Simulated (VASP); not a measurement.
**Sb: single point with r2SCAN**

Crystal: Sb.

```
CELL_PARAMETERS angstrom
0.00000 2.39449 2.39449
2.39449 0.00000 2.39449
2.39449 2.39449 0.00000
ATOMIC_POSITIONS crystal
Sb 0.00000 0.00000 0.00000
```

| Property | Result |
| --- | --- |
| Program | VASP 6.6.1 |
| Task | single point |
| Functional | r2SCAN |
| Potentials or basis | VASP PAW PBE potentials, release 64 (Sb) |
| Cutoff | 520 eV |
| k mesh | 8 × 8 × 8 |
| Occupations | gaussian, width 0.1 eV |
| Spin | no spin polarisation |
| Dipole correction | no |
| Further INCAR settings | ALGO = Normal; EDIFF = 1e-06; NBANDS = 8 |

The pressure is -0.1 GPa.

Levels at points of the mesh, in eV from the Fermi level:
| k point | band 1 | band 2 | band 3 | band 4 | band 5 | band 6 |
| --- | --- | --- | --- | --- | --- | --- |
| (0.00, 0.00, 0.00) | -13.31 | 5.59 | 5.59 | 5.59 | 10.47 | 10.47 |
| (0.50, 0.00, 0.00) | -9.40 | -5.91 | 3.82 | 3.82 | 8.74 | 9.62 |
| (0.50, 0.50, 0.00) | -7.68 | -5.05 | 0.46 | 0.46 | 4.76 | 4.96 |

Run time: 36 s on 1 thread of Intel(R) Xeon(R) Platinum 8488C (Sapphire Rapids) (shared host), peak memory 0.16 GiB.

Caveat: the PAW data sets were made with another functional, which shifts forces and pressure a little; spin-orbit coupling is left out, which moves the levels of the heavy elements.
